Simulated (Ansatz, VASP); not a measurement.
# Cd: VASP beside Ansatz

INCAR

```
ALGO = Normal
EDIFF = 1E-7
ENCUT = 520
GGA = CA
ISIF = 2
ISMEAR = -1
LASPH = True
LCHARG = False
LREAL = False
LWAVE = False
NBANDS = 12
NELM = 100
PREC = Accurate
SIGMA = 0.01
```

The input KPOINTS:

```
k-points
0
Gamma
  11 11 11
```

The input POSCAR:

```
Cd
1.0
    3.0735460000      0.0000000000      0.0000000000
    1.3909568070      2.7407889695      0.0000000000
    1.3909568070      0.8539179475      2.6043710016
Cd
1
Direct
    0.0000000000      0.0000000000      0.0000000000
```

Input for Ansatz:

```yaml
crystal:
  lattice:
    a: 3.073546
    b: 3.073546
    c: 3.073546
    alpha: 63.0921
    beta: 63.0921
    gamma: 63.0921
  atoms:
    - { symbol: Cd, position: [0.0, 0.0, 0.0] }
kpoints:
  mp_grid:
    grid: [11, 11, 11]
hamiltonian:
  xc: lda
  pseudopotentials:
    kind: paw
scf:
  occupations:
    method: fermi_dirac
    width: 0.01
output:
  forces: true
  stress: true
  eigenvalues: true
```

Alike in both runs: task single point; functional LDA; k mesh 11 × 11 × 11; occupations fermi-dirac, width 0.01 eV; no spin polarisation.

|  | VASP | Ansatz |
| --- | --- | --- |
| version | VASP 6.6.1 | Ansatz 0.2.0 |
| potentials or method | VASP PAW LDA potentials, release 64 (Cd) | plane waves, PAW |
| plane-wave cutoff (eV) | 520 | 420 |
| valence electrons in the cell | 12 | 20 |

|  | VASP | Ansatz | Ansatz less VASP |
| --- | --- | --- | --- |
| gap on the k mesh at the Fermi level (eV) | none | none | - |
| pressure (GPa) | -4.5 | -4.9 | -0.39 |
| traceless stress, the component that is largest in VASP (GPa) | -0.26 | -0.31 | -0.051 |

LDA's correlation is that of Perdew and Zunger in VASP and of Perdew and Wang (1992) in Ansatz. A gap of «none» marks a metal or a gap that the smearing closes. VASP's potentials hold 12 valence electrons a cell and Ansatz's 20, so a difference there can come from the potentials and not from the codes.
